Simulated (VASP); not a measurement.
Zn12S12O (a cell with a defect), 25 atoms in the cell. The cell holds a defect, 25 atoms: a = 7.575 Å, b = 7.575 Å, c = 11.362 Å, α = 60.00°, β = 60.00°, γ = 60.00°. 

```yaml
Program: VASP 6.6.1
Task: single point
Functional: r2SCAN
Potentials_or_basis: VASP PAW PBE potentials, release 64 (Zn, S, O)
Cutoff: 580 eV
k_mesh: 1 × 1 × 1, shifted
Occupations: fermi-dirac, width 0.05 eV
Spin: no spin polarisation
Dipole_correction: no
Further_INCAR_settings: ALGO = Normal; EDIFF = 1e-06; NBANDS = 129; ISYM = 0
```

Potentials or basis: VASP PAW PBE potentials, release 64 (Zn, S, O).

Command:

```console
$ cat potpaw_PBE.64/Zn/POTCAR potpaw_PBE.64/S/POTCAR potpaw_PBE.64/O/POTCAR > POTCAR
$ cp INCAR.step1 INCAR
$ mpirun -np 1 vasp_std > vasp.out
$ cp INCAR.step2 INCAR
$ mpirun -np 1 vasp_std > vasp.out
```

Hardware: 1 thread of Oxide Virtual Turin-like Processor, on a shared host.

Problem. Estimate the wall time of this run.

Solution. Run time: 19 min on 1 thread of Oxide Virtual Turin-like Processor, with other jobs on the host, peak memory 0.73 GiB. Counts: k points 1.
